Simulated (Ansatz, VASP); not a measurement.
**One calculation of PtS2, two programs**

```
Pt S
1.0
     3.54320    0.00000    0.00000
    -1.77160    3.06850    0.00000
     0.00000    0.00000    5.03880
Pt S
1 2
Direct
  0.00000 0.00000 0.00000
  0.34809 0.62634 0.25000
  0.68143 0.29301 0.75000
```

Change from the starting cell: all S atoms moved +0.175 Å, as atom 2 along Cartesian [1 -1 0].

Alike in both runs: task single point; functional PBEsol; k mesh 12 × 12 × 8; occupations gaussian, width 0.05 eV; no spin polarisation.

|  | VASP | Ansatz |
| --- | --- | --- |
| version | VASP 6.6.1 | Ansatz 0.2.0 |
| potentials or method | VASP PAW PBE potentials, release 64 (Pt, S), cutoff 520 eV | scalar-relativistic, plane waves, PAW |
| valence electrons in the cell | 22 | 30 |

VASP gave:

| Item | Value |
| --- | --- |
| gap on the k mesh at the Fermi level (eV) | 0.43 |
| least direct gap on the mesh (eV) | 0.76 |
| pressure (GPa) | -0.9 |
| traceless stress, the component that is largest in VASP (GPa) | -1.77 |
| rms of the force components (eV/Å) | 1.156 |

**Question.** Estimate Ansatz's values.

**Answer.** gap on the k mesh at the Fermi level (eV): 0.42; least direct gap on the mesh (eV): 0.76; pressure (GPa): -0.7; traceless stress, the component that is largest in VASP (GPa): -1.87; rms of the force components (eV/Å): 1.153.

VASP's potentials were made for PBE, not for PBEsol. Atom by atom the forces differ by 0.011 eV/Å (rms over components). The functional is the same, so the differences come from potentials, cutoffs and numerics. VASP's potentials hold 22 valence electrons a cell and Ansatz's 30, so a difference there can come from the potentials and not from the codes.

Neither program's run includes spin-orbit coupling.
